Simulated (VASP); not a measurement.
Si8O15 (a cell with a defect), 23 atoms in the cell. The cell holds a defect, 23 atoms: a = 5.878 Å, b = 5.878 Å, c = 5.320 Å, α = 90.00°, β = 90.00°, γ = 90.00°. 

* Program: VASP 6.6.1
* Task: single point
* Functional: PBE
* Potentials or basis: VASP PAW PBE potentials, release 64 (Si, O)
* Cutoff: 520 eV
* k mesh: 2 × 2 × 3
* Occupations: gaussian, width 0.02 eV
* Spin: collinear spin
* Starting moments: [0.0, 0.0, 0.0, 0.0, 0.0, 0.0, 0.0, 0.0, 0.0, 0.0, 0.0, 0.0, 0.0, 0.0, 0.0, 0.0, 0.0, 0.0, 0.0, 0.0, 0.0, 0.05, 0.0] μB
* Dipole correction: no
* Charge: 1
* Further INCAR settings: LREAL = Auto; ALGO = Normal; EDIFF = 1e-06; NBANDS = 82; NELECT = 121.0

Potentials or basis: VASP PAW PBE potentials, release 64 (Si, O).

Run with:

```bash
$ cat potpaw_PBE.64/Si/POTCAR potpaw_PBE.64/O/POTCAR > POTCAR
$ mpirun -np 1 vasp_std > vasp.out
```

Hardware: 1 thread of Intel(R) Xeon(R) 6975P-C (Granite Rapids), on a shared host.

Problem. Estimate the wall time of this run.

Solution. It took 2.5 min on 1 thread of Intel(R) Xeon(R) 6975P-C (Granite Rapids), on a shared host, peak memory 0.42 GiB. Counts: scf iterations 16, k points 8.
